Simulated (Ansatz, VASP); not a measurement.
# Rh in VASP and in Ansatz

POSCAR

```
Rh
1.0
   -1.4735206064      1.7932224315      1.3142996266
    1.7932224315     -1.4735206064      1.3142996266
    2.9939980452      2.9939980452     -0.7287651484
Rh
2
Direct
    0.0416678326      0.9583321674      0.0000000000
    0.7083321674      0.2916678326      0.5000000000
```

The input INCAR.step1:

```
SYSTEM = Rh
PREC = Accurate
ENCUT = 520
ISMEAR = -1
SIGMA = 0.1
LREAL = .FALSE.
LASPH = .TRUE.
NELM = 60
NBANDS = 22
GGA = PE
ALGO = Normal
EDIFF = 1E-4
LWAVE = .TRUE.
LCHARG = .FALSE.
```

INCAR.step2

```
SYSTEM = Rh
PREC = Accurate
ENCUT = 520
EDIFF = 1E-6
ISMEAR = -1
SIGMA = 0.1
LREAL = .FALSE.
LASPH = .TRUE.
NELM = 60
ALGO = Normal
ISIF = 2
LWAVE = .FALSE.
LCHARG = .FALSE.
METAGGA = R2SCAN
LMIXTAU = .TRUE.
NBANDS = 22
ISTART = 1
```

The input KPOINTS:

```
regular mesh
0
G
  15 15 8
  0 0 0
```

Input for Ansatz:

```yaml
crystal:
  lattice:
    - [-1.4735206064, 1.7932224315, 1.3142996266]
    - [1.7932224315, -1.4735206064, 1.3142996266]
    - [2.9939980452, 2.9939980452, -0.7287651484]
  atoms:
    - { symbol: Rh, position: [0.0416678326, 0.9583321674, 0.0] }
    - { symbol: Rh, position: [0.7083321674, 0.2916678326, 0.5] }
hamiltonian:
  xc: r2scan
  pseudopotentials:
    kind: paw
    azcp:
      Rh: "pseudopotentials/Rh.paw.azcp"
basis:
  ecutwfc: 500
  fft_grid_basis: typed
kpoints:
  mp_grid: { grid: [15, 15, 8], shift: [0, 0, 0] }
magnetization:
  spin_polarized: false
scf:
  occupations: { method: fermi_dirac, width: 0.1 }
  lower_state_search: "off"
output:
  stress: true
  write_density: true
  write_potential: true
  elf: true
  volumetric_format: npy
```

Alike in both runs: task single point; functional r2SCAN; k mesh 15 × 15 × 8; occupations fermi-dirac, width 0.1 eV; no spin polarisation.

```csv
,VASP,Ansatz
version,VASP 6.6.1,Ansatz 0.2.0
potentials or method,"VASP PAW PBE potentials, release 64 (Rh_pv), cutoff 520 eV","plane waves (500 eV) with PAW, scalar-relativistic"
valence electrons in the cell,30,34
```

|  | VASP | Ansatz | Ansatz less VASP |
| --- | --- | --- | --- |
| pressure (GPa) | 14.2 | 12.6 | -1.58 |
| traceless stress, the component that is largest in VASP (GPa) | 0.09 | 0.06 | -0.035 |

VASP's potentials were made for PBE, not for r2SCAN. VASP's potentials hold 30 valence electrons a cell and Ansatz's 34, so a difference there can come from the potentials and not from the codes.
